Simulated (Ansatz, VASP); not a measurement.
Given: the input of a run of Ansatz 0.2.0 on Ge.

The input input.yaml:

```yaml
crystal:
  lattice:
    - [1.397149, -2.600516, 0.0]
    - [1.397149, 2.600516, 0.0]
    - [0.0, 0.0, 2.698231]
  atoms:
    - { symbol: Ge, position: [0.5, 0.5, 0.0] }
hamiltonian:
  xc: pbe
  pseudopotentials: { kind: paw }
kpoints:
  mp_grid: { grid: [11, 11, 10] }
scf:
  occupations: { method: gaussian, width: 0.021 }
output:
  forces: true
  stress: true
  eigenvalues: true
```

Potentials or basis: Ansatz PAW.

The run is started by

```bash
$ ansatz run input.yaml --threads 2 --pin off --max-ram 5632MiB --backend cpu --events-out ev --progress --plain --runs-dir out
```

Problem. Translate it to VASP 6.6.1. Potentials there: VASP PAW PBE potentials, release 64 (Ge_d).

Solution. As run (the cutoff follows the program's own potentials):

INCAR

```
PREC = Accurate
ENCUT = 520
EDIFF = 1E-7
ISMEAR = 0
SIGMA = 0.020999999999999998
LREAL = False
LASPH = True
NELM = 80
ALGO = Normal
ISIF = 2
LWAVE = False
LCHARG = True
GGA = PE
LELF = True
LVHAR = True
NBANDS = 13
```

File KPOINTS:

```
Automatic mesh
0
Gamma
  11 11 10
```

File POSCAR:

```
Ge
1.0
    1.3971490000     -2.6005160000      0.0000000000
    1.3971490000      2.6005160000      0.0000000000
    0.0000000000      0.0000000000      2.6982310000
Ge
1
Direct
    0.5000000000      0.5000000000      0.0000000000
```

Potentials or basis: VASP PAW PBE potentials, release 64 (Ge_d).

The run is started by

```sh
$ cat potpaw_PBE.64/Ge_d/POTCAR > POTCAR
$ mpirun -np 1 vasp_std > vasp.out
```

Both were run:

|  | VASP | Ansatz | Ansatz less VASP |
| --- | --- | --- | --- |
| gap on the k mesh at the Fermi level (eV) | none | none | - |
| pressure (GPa) | -0.6 | -0.6 | -0.01 |
| traceless stress, the component that is largest in VASP (GPa) | -2.19 | -2.18 | +0.012 |

A gap of «none» marks a metal or a gap that the smearing closes. The functional is the same, so the differences come from potentials, cutoffs and numerics.
